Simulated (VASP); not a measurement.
# Co4Si8H (a cell with a defect) in VASP: notebook, part 2 of 2

VASP 6.6.1. The steps go on from the part before.

## Step 4: Single point, PBE

INCAR

```
SYSTEM = Co4Si8H
PREC = Accurate
ENCUT = 520
EDIFF = 1E-7
ISMEAR = 1
SIGMA = 0.1
LREAL = .False.
LASPH = .True.
NELM = 100
ALGO = Normal
ISIF = 2
LWAVE = .False.
LCHARG = .False.
GGA = PE
NBANDS = 46
```

KPOINTS

```
Automatic mesh
0
Gamma
  3 3 3
  0 0 0
```

POSCAR

```
Co4Si8H
1.0
    5.3602887400      0.0000000000      0.0000000000
    0.0000000000      5.3602887400      0.0000000000
    0.0000000000      0.0000000000      5.3602887400
Co Si H
4 8 1
Direct
   -0.0039406459     -0.0005139649     -0.0000208944
   -0.0326486144      0.4995064874      0.5000517939
    0.4864487953     -0.0004900855      0.4999975057
    0.4864325648      0.4995008907      0.0000360055
    0.2356354408      0.2512715388      0.7481753679
    0.2355817123      0.7476334195      0.2518271059
    0.7357062635      0.2385550596      0.2391042838
    0.7356881674      0.7604409385      0.7609875508
    0.2353199727      0.2513795553      0.2518759838
    0.2353906779      0.7476927446      0.7481720099
    0.7354042275      0.2385405082      0.7610412793
    0.7353963921      0.7604993309      0.2390804045
    0.6930710602      0.4995861473      0.5003685678
```

Launch:

```bash
cat potpaw_PBE.64/Co/POTCAR potpaw_PBE.64/Si/POTCAR potpaw_PBE.64/H/POTCAR > POTCAR
mpirun -np 1 vasp_std > vasp.out
```

It took 1.7 min on 1 thread of AMD EPYC 9R45 (Zen 5), shared host; peak memory 0.24 GiB.

Results (log left out):

```
Free energy            : -79.7333 eV
Pressure               : 2.9 GPa
Largest force          : 0.071 eV/Å
Band gap on the k mesh : zero (an odd number of electrons rules out a gap without spin polarisation)
```

Forces on the atoms (eV/Å):
```
Co   0.007  0.001  0.003
Co   0.071  0.000 -0.001
Co   0.000  0.000  0.000
Co   0.001 -0.001  0.001
Si   0.000  0.003 -0.001
Si   0.001 -0.001  0.002
Si  -0.014 -0.003 -0.004
Si  -0.015  0.004  0.003
Si   0.008  0.001  0.001
Si   0.006 -0.002 -0.001
Si  -0.007 -0.004  0.002
Si  -0.006  0.003 -0.004
H   -0.052 -0.001 -0.002
```

Stress tensor (GPa, compression positive):
```
 1.01 -0.01 -0.02
-0.01  3.78  0.04
-0.02  0.04  3.78
```

Levels at points of the mesh, in eV from the Fermi level:
| k point | band 33 | band 34 | band 35 | band 36 | band 37 | band 38 |
| --- | --- | --- | --- | --- | --- | --- |
| (0.00, 0.00, 0.00) | -1.52 | 0.41 | 1.21 | 1.21 | 1.28 | 1.30 |

Caveat: the k points lie up to 0.39 Å⁻¹ apart, too coarse for converged energies and pressures of a metal; the run has no spin polarisation, though such a crystal can be magnetic. Spin polarisation is off, so any magnetic state and its effect on volume and gap are missing.

## Step 5: Single point, PBE

INCAR

```
  PREC = Accurate
  ENCUT = 520
  EDIFF = 1E-7
  ISMEAR = 1
  SIGMA = 0.1
  LREAL = False
  LASPH = True
  NELM = 100
  ALGO = Normal
  ISIF = 2
  LWAVE = False
  LCHARG = True
  GGA = PE
  LELF = True
  LVHAR = True
  NBANDS = 46
```

KPOINTS

```
Automatic mesh
0
Gamma
  3 3 3
```

POSCAR

```
Co4Si8H
1.0
    5.3602887400      0.0000000000      0.0000000000
    0.0000000000      5.3602887400      0.0000000000
    0.0000000000      0.0000000000      5.3602887400
Co Si H
4 8 1
Direct
   -0.0072867343     -0.0079534895      0.0053181837
   -0.0073565067      0.4925667493      0.4956662092
    0.4927102117     -0.0084545819      0.4957561297
    0.4925988371      0.4917419803     -0.0231996831
    0.2310179656      0.2304804946      0.7444875068
    0.2451505999      0.7401086383      0.2448480042
    0.7414507301      0.2437359373      0.2451181389
    0.7530280915      0.7521141482      0.7450781467
    0.2438969360      0.2441833012      0.2451166465
    0.2323427077      0.7524950979      0.7450182618
    0.7543901450      0.2309526707      0.7446585797
    0.7402224381      0.7405067511      0.2449006133
    0.4920966254      0.4759874185      0.7026503949
```

Launch:

```bash
cat potpaw_PBE.64/Co/POTCAR potpaw_PBE.64/Si/POTCAR potpaw_PBE.64/H/POTCAR > POTCAR
mpirun -np 1 vasp_std > vasp.out
```

Run time: 1.7 min. Hardware: 1 thread of AMD EPYC 9R45 (Zen 5), shared host; peak memory 0.24 GiB.

Results (log left out):

```yaml
Free_energy: -79.7285 eV
Pressure: 2.9 GPa
Largest_force: 0.117 eV/Å
Band_gap_on_the_k_mesh: zero (an odd number of electrons rules out a gap without spin polarisation)
```

Forces on the atoms (eV/Å):
```
Co  -0.001 -0.005  0.011
Co   0.002 -0.011  0.006
Co  -0.001 -0.002  0.007
Co   0.001 -0.013  0.067
Si  -0.002 -0.022 -0.005
Si  -0.001 -0.004 -0.009
Si  -0.002 -0.001 -0.010
Si   0.015  0.010 -0.001
Si   0.002 -0.014 -0.009
Si  -0.015  0.000  0.001
Si  -0.001 -0.033 -0.009
Si   0.000 -0.015 -0.010
H    0.005  0.111 -0.039
```

Stress tensor (GPa, compression positive):
```
 3.88 -0.01 -0.10
-0.01  3.75  0.25
-0.10  0.25  0.98
```

Levels at points of the mesh, in eV from the Fermi level:
```
           k point  band 33  band 34  band 35  band 36  band 37  band 38
(0.00, 0.00, 0.00)    -1.52     0.41     1.20     1.21     1.30     1.30
```

Caveat: the k points lie up to 0.39 Å⁻¹ apart, too coarse for converged energies and pressures of a metal; the run has no spin polarisation, though such a crystal can be magnetic. Spin polarisation is off, so any magnetic state and its effect on volume and gap are missing.

## Step 6: Single point, PBE

INCAR, as its differences from that of step 5:

```diff
@@ -2,3 +2,3 @@
   ENCUT = 520
-  EDIFF = 1E-7
+  EDIFF = 1E-6
   ISMEAR = 1
```

KPOINTS

```
regular mesh
0
Gamma
  3 3 3
```

POSCAR

```
Co4Si8H
1.0
    5.3602887400      0.0000000000      0.0000000000
    0.0000000000      5.3602887400      0.0000000000
    0.0000000000      0.0000000000      5.3602887400
Co Si H
4 8 1
Direct
   -0.0240604576     -0.0033369471     -0.0055875721
   -0.0242574619      0.5062561238      0.4940246932
    0.4757517969     -0.0032399374      0.4934530822
    0.4758728725      0.4779175384     -0.0063550681
    0.2142114083      0.2456688555      0.7327299313
    0.2282416227      0.7457379992      0.2422199741
    0.7362485850      0.2460734979      0.2542154100
    0.7246426803      0.7459870529      0.7459943287
    0.2153758978      0.2461956928      0.2541657859
    0.2269972867      0.7459864933      0.7457316562
    0.7373341608      0.2455227813      0.7325752754
    0.7233981578      0.7458031076      0.2420738999
    0.4760570043      0.2036175760      0.9796175644
```

Potentials or basis: VASP PAW PBE potentials, release 64 (Co, Si, H).

Launch:

```bash
cat potpaw_PBE.64/Co/POTCAR potpaw_PBE.64/Si/POTCAR potpaw_PBE.64/H/POTCAR > POTCAR
mpirun -np 1 vasp_std > vasp.out
```

OUTCAR:

```text
PREC = Accurate
   ENCUT = 520
   EDIFF = 1E-6
   ISMEAR = 1
   LREAL = False
   LASPH = True
   NELM = 100
   ISIF = 2
   GGA = PE

 ion  position               nearest neighbor table
   1  0.976  0.997  0.994-   9 2.32   7 2.32   5 2.32  11 2.32   8 2.32  10 2.32   6 2.32  12 2.32

   2  0.976  0.506  0.494-  11 2.29   5 2.29   7 2.29   9 2.29  10 2.30   8 2.30   6 2.30  12 2.30

   3  0.476  0.997  0.493-   7 2.32   9 2.32   6 2.32  11 2.32  12 2.32   5 2.32  10 2.33   8 2.33
[... 4 lines left out ...]
                            10 2.68   9 2.80  11 2.80
[... 915 lines left out ...]
  energy-cutoff  :      520.00
  volume of cell :      154.02
      direct lattice vectors                 reciprocal lattice vectors
     5.360288740  0.000000000  0.000000000     0.186557114  0.000000000  0.000000000
     0.000000000  5.360288740  0.000000000     0.000000000  0.186557114  0.000000000
     0.000000000  0.000000000  5.360288740     0.000000000  0.000000000  0.186557114

 POSITION                                       TOTAL-FORCE (eV/Angst)
 -----------------------------------------------------------------------------------
      5.23132      5.34240      5.33034        -0.005289      0.006246     -0.008970
      5.23026      2.71368      2.64812         0.000137      0.012427     -0.011257
      2.55017      5.34292      2.64505         0.003465      0.004808     -0.003009
      2.55082      2.56178      5.32622        -0.001317      0.052988     -0.013014
      1.14823      1.31686      3.92764         0.002949     -0.013233     -0.027966
      1.22344      3.99737      1.29837        -0.000454     -0.001113     -0.006698
      3.94651      1.31903      1.36267         0.014015     -0.007060      0.009726
      3.88429      3.99871      3.99875        -0.007227      0.000492     -0.014510
      1.15448      1.31968      1.36240        -0.012889     -0.009560      0.009291
      1.21677      3.99870      3.99734         0.007069     -0.000861     -0.004955
      3.95232      1.31607      3.92681         0.001323     -0.010129     -0.025279
      3.87762      3.99772      1.29759         0.000253     -0.001699     -0.001293
      2.55180      1.09145      5.25103        -0.002035     -0.033304      0.097934
 -----------------------------------------------------------------------------------
    total drift:                                0.000018      0.000167      0.000014

  FREE ENERGIE OF THE ION-ELECTRON SYSTEM (eV)
  ---------------------------------------------------
  free  energy   TOTEN  =       -79.7295309958 eV

  energy  without entropy=      -79.7244208170  energy(sigma->0) =      -79.72782760
```

OSZICAR:

```text
N       E                     dE             d eps       ncg     rms          rms(c)
DAV:   1     0.469048830268E+03    0.46905E+03   -0.27873E+04  1288   0.152E+03
DAV:   2    -0.385733449940E+02   -0.50762E+03   -0.48709E+03  1294   0.357E+02
DAV:   3    -0.833068399212E+02   -0.44733E+02   -0.42551E+02  1484   0.120E+02
[... 11 lines left out ...]
DAV:  15    -0.797295770607E+02    0.32152E-03   -0.12121E-03  1836   0.694E-01    0.129E-01
DAV:  16    -0.797295203296E+02    0.56731E-04   -0.29030E-04  1862   0.199E-01    0.497E-02
DAV:  17    -0.797295307632E+02   -0.10434E-04   -0.64539E-05  1852   0.824E-02    0.167E-02
DAV:  18    -0.797295308897E+02   -0.12644E-06   -0.14060E-05  1550   0.421E-02    0.480E-03
DAV:  19    -0.797295309958E+02   -0.10614E-06   -0.13829E-06   972   0.178E-02
   1 F= -.79729531E+02 E0= -.79727828E+02  d E =-.511018E-02
```

Run time: 91 s. Hardware: 1 thread of AMD EPYC 9R45 (Zen 5), shared host; peak memory 0.24 GiB.

Results:

| Property | Result |
| --- | --- |
| Free energy | -79.7295 eV |
| Pressure | 2.9 GPa |
| Largest force | 0.103 eV/Å |
| Band gap on the k mesh | zero (an odd number of electrons rules out a gap without spin polarisation) |

Forces in eV/Å, atoms in the order of the input:
```
Co  -0.005  0.006 -0.009
Co   0.000  0.012 -0.011
Co   0.003  0.005 -0.003
Co  -0.001  0.053 -0.013
Si   0.003 -0.013 -0.028
Si   0.000 -0.001 -0.007
Si   0.014 -0.007  0.010
Si  -0.007  0.000 -0.015
Si  -0.013 -0.010  0.009
Si   0.007 -0.001 -0.005
Si   0.001 -0.010 -0.025
Si   0.000 -0.002 -0.001
H   -0.002 -0.033  0.098
```

Caveat: the k points lie up to 0.39 Å⁻¹ apart, too coarse for converged energies and pressures of a metal; the run has no spin polarisation, though such a crystal can be magnetic. Spin polarisation is off, so any magnetic state and its effect on volume and gap are missing.

## Step 7: Single point, PBE

INCAR

```
SYSTEM = Co4Si8H
ALGO     = Normal         ! electronic algorithm
EDIFF    = 1E-7           ! SCF threshold, eV
ENCUT    = 520            ! plane-wave cutoff, eV
GGA      = PE             ! functional
ISIF     = 2              ! what is computed and relaxed
ISMEAR   = 1              ! smearing method
LASPH    = .TRUE.         ! aspherical terms in the spheres
LCHARG   = .FALSE.        ! write CHGCAR
LREAL    = .FALSE.        ! projectors in reciprocal space
LWAVE    = .FALSE.        ! write WAVECAR
NBANDS   = 46             ! bands
NELM     = 100            ! most SCF steps
PREC     = Accurate       ! precision mode
SIGMA    = 0.1            ! smearing width, eV
```

KPOINTS

```
k-points
0
G
  3 3 3
  0 0 0
```

POSCAR

```
Co4Si8H
1.0
    5.3602887400      0.0000000000      0.0000000000
    0.0000000000      5.3602887400      0.0000000000
    0.0000000000      0.0000000000      5.3602887400
Co Si H
4 8 1
Direct
    0.0009732685      0.0025422138      0.0030475970
   -0.0273808011      0.5025427044      0.5030680493
    0.4820346674      0.0025188942      0.5030566693
    0.4819510898      0.5025277799      0.0030543131
    0.2330749444      0.2633734988      0.7421350216
    0.2330406179      0.7416432571      0.2639260810
    0.7329483896      0.2506905999      0.2512623975
    0.7329733883      0.7542214974      0.7548630673
    0.2329880088      0.2634604344      0.2639686160
    0.2330255068      0.7417081790      0.7421529311
    0.7328916763      0.2508571954      0.7548548588
    0.7328829081      0.7543752205      0.2512668749
    0.2751857356      0.0025910918      1.0029233985
```

Launch:

```bash
cat potpaw_PBE.64/Co/POTCAR potpaw_PBE.64/Si/POTCAR potpaw_PBE.64/H/POTCAR > POTCAR
mpirun -np 1 vasp_std > vasp.out
```

Wall time 97 s (1 thread of AMD EPYC 9R45 (Zen 5), shared host); peak memory 0.24 GiB.

It converged, with:

* Free energy: -79.7333 eV
* Pressure: 2.9 GPa
* Largest force: 0.076 eV/Å
* Band gap on the k mesh: zero (an odd number of electrons rules out a gap without spin polarisation)

Forces in eV/Å, atoms in the order of the input:
```
Co  -0.076  0.000  0.001
Co  -0.014  0.000 -0.001
Co   0.003  0.001 -0.001
Co   0.006  0.001  0.002
Si   0.002  0.010 -0.008
Si   0.003 -0.009  0.008
Si   0.002 -0.001 -0.002
Si   0.001  0.006  0.002
Si   0.004  0.008  0.007
Si   0.003 -0.010 -0.008
Si   0.004 -0.006  0.002
Si   0.004  0.001 -0.002
H    0.058  0.000  0.001
```

Stress tensor (GPa, compression positive):
```
 1.02  0.00 -0.04
 0.00  3.77  0.01
-0.04  0.01  3.78
```

Levels at points of the mesh, in eV from the Fermi level:
| k point | band 31 | band 32 | band 33 | band 34 | band 35 | band 36 | band 37 | band 38 | band 39 | band 40 |
| --- | --- | --- | --- | --- | --- | --- | --- | --- | --- | --- |
| (0.00, 0.00, 0.00) | -1.77 | -1.57 | -1.52 | 0.41 | 1.21 | 1.21 | 1.28 | 1.30 | 2.40 | 2.65 |

Caveat: the k points lie up to 0.39 Å⁻¹ apart, too coarse for converged energies and pressures of a metal; the run has no spin polarisation, though such a crystal can be magnetic. Spin polarisation is off, so any magnetic state and its effect on volume and gap are missing.

## Step 8: Summary

| cell | gap on the mesh (eV) | pressure (GPa) | largest force (eV/Å) |
| --- | --- | --- | --- |
| as given, atomic positions A | none | 2.9 | 0.08 |
| as given, atomic positions B | none | 2.9 | 0.12 |
| as given, atomic positions C | none | 2.9 | 0.10 |

Alike in all rows: task single point; level PBE; potentials or basis VASP PAW PBE potentials, release 64 (Co, Si, H); no spin polarisation; k mesh 3 × 3 × 3; cutoff (eV) 520; smearing methfessel-paxton 0.1 eV.

Caveats: all runs use coarse meshes; the run has no spin polarisation, though such a crystal can be magnetic.

Total energies depend on the potentials used, so only differences within one code and one set of settings carry meaning.
